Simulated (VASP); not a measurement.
Set up this calculation in VASP 6.6.1, as the native input.

* Task: single point
* Functional: PBEsol-based screened hybrid with 25 % exact exchange
* Potentials or basis: VASP PAW PBE potentials, release 64 (Cd_sv_GW, S)
* Cutoff: 470 eV
* k mesh: 4 × 4 × 4
* Occupations: fermi-dirac, width 0.05 eV
* Spin: no spin polarisation
* Dipole correction: no
* Grid for exact exchange (PRECFOCK): Normal
* Share of exact exchange: 0.25
* Further INCAR settings: ALGO = Normal; EDIFF = 1e-06; NBANDS = 20
* Screening parameter: 0.207 1/Å

CdS:

```
Cd S
1.0
     0.00000    2.89693    2.89693
     2.89693    0.00000    2.89693
     2.89693    2.89693    0.00000
Cd S
1 1
Direct
  0.00000 0.00000 0.00000
  0.75000 0.75000 0.75000
```

These files were run (other wordings do the same):

POSCAR

```
CdS
1.0
    0.0000000000      2.8969255847      2.8969255847
    2.8969255847      0.0000000000      2.8969255847
    2.8969255847      2.8969255847      0.0000000000
Cd S
1 1
Direct
    0.0000000000      0.0000000000      0.0000000000
    0.7500000000      0.7500000000      0.7500000000
```

INCAR.step1

```
SYSTEM = CdS
PREC = Accurate ; ENCUT = 470
EDIFF = 1E-5 ; ISMEAR = -1
SIGMA = 0.05 ; LREAL = .FALSE.
LASPH = .TRUE. ; NELM = 120
ALGO = Normal ; ISIF = 2
LWAVE = .TRUE. ; LCHARG = .FALSE.
NBANDS = 20 ; GGA = PE
GGA_COMPAT = .FALSE.
```

INCAR.step2

```
SYSTEM = CdS
PREC = Accurate ; ENCUT = 470
EDIFF = 1E-6 ; ISMEAR = -1
SIGMA = 0.05 ; LREAL = .FALSE.
LASPH = .TRUE. ; NELM = 120
ALGO = Normal ; ISIF = 2
LWAVE = .FALSE. ; LCHARG = .FALSE.
GGA = PS ; LHFCALC = .TRUE.
AEXX = 0.25 ; HFSCREEN = 0.207
PRECFOCK = Normal ; NBANDS = 20
ISTART = 1 ; GGA_COMPAT = .FALSE.
```

KPOINTS

```
regular mesh
0
G
  4 4 4
  0 0 0
```

Potentials or basis: VASP PAW PBE potentials, release 64 (Cd_sv_GW, S).

Launch:

```console
$ cat potpaw_PBE.64/Cd_sv_GW/POTCAR potpaw_PBE.64/S/POTCAR > POTCAR
$ cp INCAR.step1 INCAR
$ mpirun -np 1 vasp_std > vasp.out
$ cp INCAR.step2 INCAR
$ mpirun -np 1 vasp_std > vasp.out
```

Results of the run:

- Pressure: -0.5 GPa
- Band gap on the k mesh: 2.07 eV

Caveat: the k points lie up to 0.47 Å⁻¹ apart; the PAW data sets were made with another functional, which shifts forces and pressure a little.

It took 12 min on 1 thread of AMD EPYC 7R13 Processor (Zen 3), with other jobs on the host, peak memory 0.26 GiB.
